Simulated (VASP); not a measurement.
# Sb in VASP: a series of runs, part 2 of 3

VASP 6.6.1. Earlier steps stand in the parts before.

### 4 Electric field gradients, PBEsol (21.35 Å³/atom)

This run uses another cell than the first one, of 21.35 Å³/atom.

Contents of INCAR:

```
SYSTEM = Sb
PREC     = Accurate       ! precision mode
ENCUT    = 520            ! plane-wave cutoff, eV
EDIFF    = 1E-8           ! SCF threshold, eV
ISMEAR   = -1             ! smearing method
SIGMA    = 0.05           ! smearing width, eV
LREAL    = .FALSE.        ! projectors in reciprocal space
LASPH    = .TRUE.         ! aspherical terms in the spheres
NELM     = 80             ! most SCF steps
ALGO     = Normal         ! electronic algorithm
ISIF     = 2              ! what is computed and relaxed
LWAVE    = .FALSE.        ! write WAVECAR
LCHARG   = .FALSE.        ! write CHGCAR
GGA      = PS             ! functional
LEFG     = .TRUE.       
NBANDS   = 8              ! bands
```

Contents of KPOINTS:

```
Automatic mesh
0
G
  19 19 19
  0 0 0
```

Contents of POSCAR:

```
Sb
1.0
   -1.4794865966      1.4794865966      2.4379579798
    1.4794865966     -1.4794865966      2.4379579798
    1.4794865966      1.4794865966     -2.4379579798
Sb
1
Direct
    0.0000000000      0.0000000000      0.0000000000
```

Potentials or basis: VASP PAW PBE potentials, release 64 (Sb).

On the command line:

```
> cat potpaw_PBE.64/Sb/POTCAR > POTCAR
> mpirun -np 1 vasp_std > vasp.out
```

OUTCAR:

```text
SYSTEM = Sb
   PREC = Accurate
   ENCUT = 520
   EDIFF = 1E-8
   ISMEAR = -1
   LREAL = .FALSE.
   LASPH = .TRUE.
   NELM = 80
   ISIF = 2
   GGA = PS

 ion  position               nearest neighbor table
   1  0.000  0.000  0.000-

  LATTYP: Found a body centered tetragonal cell.
 ALAT       =     2.9589731932
 C/A-ratio  =     1.6478405316

  Lattice vectors:

 A1 = (  -1.4794865966,   1.4794865966,   2.4379579798)
 A2 = (   1.4794865966,  -1.4794865966,   2.4379579798)
 A3 = (   1.4794865966,   1.4794865966,  -2.4379579798)

Analysis of symmetry for initial positions (statically):
=====================================================================
 Subroutine PRICEL returns:
 Original cell was already a primitive cell.

 Routine SETGRP: Setting up the symmetry group for a
 body centered tetragonal supercell.

 Subroutine GETGRP returns: Found 16 space group operations
 (whereof 16 operations were pure point group operations)
 out of a pool of 16 trial point group operations.

The static configuration has the point symmetry D_4h.

Analysis of symmetry for dynamics (positions and initial velocities):
=====================================================================
 Subroutine PRICEL returns:
 Original cell was already a primitive cell.

 Routine SETGRP: Setting up the symmetry group for a
 body centered tetragonal supercell.

 Subroutine GETGRP returns: Found 16 space group operations
 (whereof 16 operations were pure point group operations)
 out of a pool of 16 trial point group operations.

The dynamic configuration has the point symmetry D_4h.

 Subroutine INISYM returns: Found 16 space group operations
 (whereof 16 operations are pure point group operations),
 and found     1 'primitive' translations

----------------------------------------------------------------------------------------

                                     Primitive cell

  volume of cell :      21.3456

  direct lattice vectors                    reciprocal lattice vectors
    -1.479486597  1.479486597  2.437957980     0.000000000  0.337955072  0.205089671
     1.479486597 -1.479486597  2.437957980     0.337955072  0.000000000  0.205089671
     1.479486597  1.479486597 -2.437957980     0.337955072  0.337955072  0.000000000

  length of vectors
     3.212693619  3.212693619  3.212693619     0.395316840  0.395316840  0.477940647

  position of ions in fractional coordinates (direct lattice)
     0.000000000  0.000000000  0.000000000

  ion indices of the primitive-cell ions
   primitive index   ion index
                 1           1

----------------------------------------------------------------------------------------

 KPOINTS: Automatic mesh

Automatic generation of k-mesh.
 Grid dimensions read from file:
 generate k-points for:   19   19   19

 Generating k-lattice:

  Cartesian coordinates                     Fractional coordinates (reciprocal lattice)
     0.000000000  0.017787109  0.010794193     0.052631579  0.000000000 -0.000000000
[... 61 lines left out ...]
   EDIFFG = 0.1E-06   stopping-criterion for IOM
   NSW    =      0    number of steps for IOM
   IBRION =     -1    ionic relax: 0-MD 1-quasi-New 2-CG
   NFREE  =      0    steps in history (QN), initial steepest desc. (CG)
   ISIF   =      2    stress and relaxation
   ISYM   =      2    0-nonsym 1-usesym 2-fastsym
   POTIM  = 0.5000    time-step for ionic-motion
   TEBEG  =    0.0;   TEEND  =   0.0 temperature during run
   PSTRESS=    0.0 pullay stress
   NELECT =       5.0000    total number of electrons
   NUPDOWN=      -1.0000    fix difference up-down
   EMIN   =  10.00;   EMAX   =-10.00  energy-range for DOS
   EFERMI =   0.00;   METHOD = LEGACY
   ISMEAR =    -1;   SIGMA  =   0.05  broadening in eV -4-tet -1-fermi 0-gaus
   EFERMI_NEDOS =   21; number of points for ismear=-14 and -15
   IALGO  =     38    algorithm
   IMIX   =      4    mixing-type and parameters
     AMIX     =   0.40;   BMIX     =  1.00
     AMIX_MAG =   1.60;   BMIX_MAG =  1.00
  volume/ion in A,a.u.               =      21.35       144.05
  Fermi-wavevector in a.u.,A,eV,Ry     =   1.009165  1.907045 13.856357  1.018413
  Thomas-Fermi vector in A             =   2.142076
   LORBIT       =      0    0 simple, 1 ext, 2 COOP (PROOUT), +10 PAW based schemes
   GGA     = PS    functional components
   LHFCALC =     F    Hartree Fock is set to
   AEXX    =    0.0000 exact exchange contribution
   IVDW    =     0    specifies the selected vdW correction
   LEPSILON=     F    determine dielectric tensor
   LRPA    =     F    only Hartree local field effects (RPA)
 non-spin polarized calculation
  energy-cutoff  :      520.00
  volume of cell :       21.35
 maximum number of plane-waves:       605
   NGX = 11   NGY = 11   NGZ = 11

 number of electron       4.9999999 magnetization

 Free energy of the ion-electron system (eV)
  ---------------------------------------------------
  ext. energy  EPLUGINS =         0.00000000
  ---------------------------------------------------
  free energy    TOTEN  =        -4.02127451 eV

  energy without entropy =       -4.01715505  energy(sigma->0) =       -4.01921478

 E-fermi :  11.7949     XC(G=0): -11.3628

 val. band max:       11.7918053597   @ k =   0.3684   0.2105   0.1579
 cond. band min:      11.8280026221   @ k =  -0.4211   0.4737   0.4211
 fundamental gap:      0.0361972624
 Fermi energy:        11.7948999026

 k-point     1 :       0.0000    0.0000    0.0000
  band No.  band energies     occupation
      1      -3.2828      2.00000
      2      18.7409      0.00000
      3      18.9406      0.00000
      4      18.9406      0.00000
      5      22.1268      0.00000
      6      22.1749      0.00000
      7      23.1261      0.00000
      8      23.1261      0.00000
[... 243 lines left out ...]
 k-point    24 :      -0.2632    0.0526    0.0000
  band No.  band energies     occupation
      1      -1.6905      2.00000
      2      11.1318      2.00000
      3      15.8481      0.00000
      4      18.2092      0.00000
      5      20.3226      0.00000
      6      22.2578      0.00000
      7      23.9146      0.00000
      8      24.5677      0.00000

 [... further k-points ...]
[... 5 lines left out ...]
  --------------------------------------------------------------------------------------
  -------------------------------------------------------------------------------------
  Total        3.1957943      3.1957943      2.7628188      0.0000000     -0.0000000      0.0000000
  in kB      239.8728660    239.8728660    207.3741912      0.0000000     -0.0000000      0.0000000
  external PRESSURE =     229.0399744 kB  Pullay stress =       0.0000000 kB

 VOLUME and BASIS-vectors are now :
 -----------------------------------------------------------------------------
  energy-cutoff  :      520.00
  volume of cell :       21.35
      direct lattice vectors                 reciprocal lattice vectors
    -1.479486597  1.479486597  2.437957980     0.000000000  0.337955072  0.205089671
     1.479486597 -1.479486597  2.437957980     0.337955072  0.000000000  0.205089671
     1.479486597  1.479486597 -2.437957980     0.337955072  0.337955072  0.000000000

 POSITION                                       TOTAL-FORCE (eV/Angst)
 -----------------------------------------------------------------------------------
      0.00000      0.00000      0.00000         0.000000     -0.000000      0.000000
 -----------------------------------------------------------------------------------
    total drift:                                0.000000     -0.000000     -0.000000

  FREE ENERGIE OF THE ION-ELECTRON SYSTEM (eV)
  ---------------------------------------------------
  free  energy   TOTEN  =        -4.0212745126 eV

  energy  without entropy=       -4.0171550524  energy(sigma->0) =       -4.01921478

 Electric field gradients (V/A^2)
---------------------------------------------------------------------
 ion       V_xx      V_yy      V_zz      V_xy      V_xz      V_yz
---------------------------------------------------------------------
   1     -18.579   -18.579    37.158    -0.000    -0.000    -0.000
---------------------------------------------------------------------

 Electric field gradients after diagonalization (V/A^2)
 (convention: |V_zz| > |V_xx| > |V_yy|)
----------------------------------------------------------------------
 ion       V_xx      V_yy      V_zz     asymmetry (V_yy - V_xx)/ V_zz
----------------------------------------------------------------------
   1     -18.579   -18.579    37.158       0.000
----------------------------------------------------------------------

           NMR quadrupolar parameters

 Cq : quadrupolar parameter    Cq=e*Q*V_zz/h
 eta: asymmetry parameters     (V_yy - V_xx)/ V_zz
 Q  : nuclear electric quadrupole moment in mb (millibarn)
----------------------------------------------------------------------
 ion       Cq(MHz)       eta       Q (mb)
----------------------------------------------------------------------
   1       0.090       0.000       1.000
----------------------------------------------------------------------
```

Wall time 75 s (1 thread of Intel Xeon 8259CL, shared host); peak memory 0.21 GiB.

Results:

- Free energy: -4.0213 eV
- Pressure: 22.9 GPa
- Band gap on the k mesh: zero (an odd number of electrons rules out a gap without spin polarisation)
- Largest electric field gradient by atom: Sb +37.2 V/Å²

Levels at points of the mesh, in eV from the Fermi level:
| k point | band 1 | band 2 | band 3 | band 4 | band 5 | band 6 | band 7 |
| --- | --- | --- | --- | --- | --- | --- | --- |
| (0.00, 0.00, 0.00) | -15.08 | 6.95 | 7.15 | 7.15 | 10.33 | 10.38 | 11.33 |

Electric field gradients, principal values (V/Å²):
```csv
atom,least,middle,greatest (by size)
1 Sb,-18.579,-18.579,37.158
```

Caveat: the cell stands under pressure; without QUAD_EFG the Cq values of the log hold for a quadrupole moment of 1 mb, not for the nuclei; the PAW data sets were made with another functional, which shifts forces and pressure a little; spin-orbit coupling is left out, which moves the levels of the heavy elements.

### 5 Electric field gradients, PBEsol (equal xy, yz and zx shear strains of +3 %)

Contents of INCAR:

```
SYSTEM = Sb
ALGO = Normal
EDIFF = 1E-8
ENCUT = 520
GGA = PS
ISIF = 2
ISMEAR = -1
LASPH = .TRUE.
LCHARG = .FALSE.
LEFG = .TRUE.
LREAL = .FALSE.
LWAVE = .FALSE.
NBANDS = 8
NELM = 100
PREC = Accurate
SIGMA = 0.05
```

Contents of KPOINTS:

```
k-points
0
G
  19 19 19
  0 0 0
```

Contents of POSCAR:

```
Sb
1.0
   -1.4452250000      1.5196250000      2.4800000000
    1.5196250000     -1.4452250000      2.4800000000
    1.4903750000      1.4903750000     -2.4348500000
Sb
1
Direct
    0.0000000000      0.0000000000      0.0000000000
```

Potentials or basis: VASP PAW PBE potentials, release 64 (Sb).

On the command line:

```
> cat potpaw_PBE.64/Sb/POTCAR > POTCAR
> mpirun -np 1 vasp_std > vasp.out
```

OUTCAR:

```text
SYSTEM = Sb
   EDIFF = 1E-8
   ENCUT = 520
   GGA = PS
   ISIF = 2
   ISMEAR = -1
   LASPH = .TRUE.
   LREAL = .FALSE.
   NELM = 100
   PREC = Accurate

 ion  position               nearest neighbor table
   1  0.000  0.000  0.000-

  Warning from LATTYP: Got some problem with cell dimensions!
  Tried to take original basis but could not verify dimensions!
  LATTYP: Found a base centered monoclinic cell.
 ALAT       =     4.3215780839
 B/A-ratio  =     0.9702314754
 C/A-ratio  =     0.7451890814
 COS(beta)  =    -0.6385468948

  Lattice vectors:

 A1 = (  -0.0451500000,  -3.0100000000,  -0.0451500000)
 A2 = (  -3.0100000000,  -0.0451500000,  -0.0451500000)
 A3 = (   1.4903750000,   1.4903750000,  -2.4348500000)

Analysis of symmetry for initial positions (statically):
=====================================================================
[... 451 lines left out ...]

 VOLUME and BASIS-vectors are now :
 -----------------------------------------------------------------------------
  energy-cutoff  :      520.00
  volume of cell :       22.45
      direct lattice vectors                 reciprocal lattice vectors
    -1.445225000  1.519625000  2.480000000    -0.007892743  0.329392449  0.196790408
     1.519625000 -1.445225000  2.480000000     0.329392449 -0.007892743  0.196790408
     1.490375000  1.490375000 -2.434850000     0.327461351  0.327461351 -0.009823841

 POSITION                                       TOTAL-FORCE (eV/Angst)
 -----------------------------------------------------------------------------------
      0.00000      0.00000      0.00000        -0.000000     -0.000000      0.000000
 -----------------------------------------------------------------------------------
    total drift:                                0.000000     -0.000000      0.000000

  FREE ENERGIE OF THE ION-ELECTRON SYSTEM (eV)
  ---------------------------------------------------
  free  energy   TOTEN  =        -4.1553037362 eV

  energy  without entropy=       -4.1506250589  energy(sigma->0) =       -4.15296440

 Electric field gradients (V/A^2)
---------------------------------------------------------------------
 ion       V_xx      V_yy      V_zz      V_xy      V_xz      V_yz
---------------------------------------------------------------------
   1     -13.570   -13.570    27.140     0.199   -14.837   -14.837
---------------------------------------------------------------------

 Electric field gradients after diagonalization (V/A^2)
 (convention: |V_zz| > |V_xx| > |V_yy|)
----------------------------------------------------------------------
 ion       V_xx      V_yy      V_zz     asymmetry (V_yy - V_xx)/ V_zz
----------------------------------------------------------------------
   1     -22.280   -13.769    36.049       0.236
----------------------------------------------------------------------

           NMR quadrupolar parameters

 Cq : quadrupolar parameter    Cq=e*Q*V_zz/h
 eta: asymmetry parameters     (V_yy - V_xx)/ V_zz
 Q  : nuclear electric quadrupole moment in mb (millibarn)
----------------------------------------------------------------------
 ion       Cq(MHz)       eta       Q (mb)
----------------------------------------------------------------------
   1       0.087       0.236       1.000
----------------------------------------------------------------------
```

OSZICAR:

```text
N       E                     dE             d eps       ncg     rms          rms(c)
DAV:   1     0.515661489277E+01    0.51566E+01   -0.17429E+03 29480   0.418E+02
DAV:   2    -0.407312426056E+01   -0.92297E+01   -0.88434E+01 40408   0.552E+01
DAV:   3    -0.416403536954E+01   -0.90911E-01   -0.90426E-01 35472   0.615E+00
DAV:   4    -0.416426640251E+01   -0.23103E-03   -0.23103E-03 44544   0.367E-01
DAV:   5    -0.416426678802E+01   -0.38551E-06   -0.38695E-06 36888   0.968E-03    0.239E+00
DAV:   6    -0.415868197900E+01    0.55848E-02   -0.82198E-04 39528   0.138E-01    0.141E+00
DAV:   7    -0.415531215195E+01    0.33698E-02   -0.19115E-03 33456   0.209E-01    0.299E-02
DAV:   8    -0.415530418243E+01    0.79695E-05   -0.41998E-05 42856   0.474E-02    0.639E-03
DAV:   9    -0.415530399543E+01    0.18700E-06   -0.65415E-07 39536   0.553E-03    0.292E-03
DAV:  10    -0.415530379716E+01    0.19827E-06   -0.27200E-08 40600   0.934E-04    0.526E-04
DAV:  11    -0.415530375161E+01    0.45550E-07   -0.20250E-09 24312   0.260E-04    0.742E-05
DAV:  12    -0.415530373448E+01    0.17132E-07   -0.12741E-10 17856   0.840E-05    0.199E-05
DAV:  13    -0.415530373624E+01   -0.17604E-08   -0.11303E-11 16104   0.277E-05
   1 F= -.41553037E+01 E0= -.41529644E+01  d E =-.467868E-02
```

stdout:

```text
POSCAR found type information on POSCAR Sb
 POSCAR found :  1 types and       1 ions
 scaLAPACK will be used
 -----------------------------------------------------------------------------
|                                                                             |
|                                                                             |
|     You enforced a specific xc type in the INCAR file but a different       |
|     I HOPE YOU KNOW WHAT YOU ARE DOING!                                     |
|                                                                             |
 -----------------------------------------------------------------------------

 LDA part: xc-table for (Slater+PW92), standard interpolation
 POSCAR, INCAR and KPOINTS ok, starting setup
 FFT: planning ... GRIDC
 FFT: planning ... GRID_SOFT
 FFT: planning ... GRID
 WAVECAR not read
 entering main loop
ion   1
```

Wall time 1.8 min (1 thread of Intel Xeon Platinum 8488C (Sapphire Rapids), shared host); peak memory 0.41 GiB.

Results:

- Free energy: -4.1553 eV
- Pressure: 15.5 GPa
- Band gap on the k mesh: zero (an odd number of electrons rules out a gap without spin polarisation)
- Largest electric field gradient by atom: Sb +36.0 V/Å²

Electric field gradients, principal values (V/Å²):
| atom | least | middle | greatest (by size) |
| --- | --- | --- | --- |
| 1 Sb | -13.769 | -22.280 | 36.049 |

Caveat: the cell differs from its parent crystal (equal xy, yz and zx shear strains of +3 %); the cell stands under pressure; without QUAD_EFG the Cq values of the log hold for a quadrupole moment of 1 mb, not for the nuclei; the PAW data sets were made with another functional, which shifts forces and pressure a little; spin-orbit coupling is left out, which moves the levels of the heavy elements.

(Continued in part 3 of 3.)
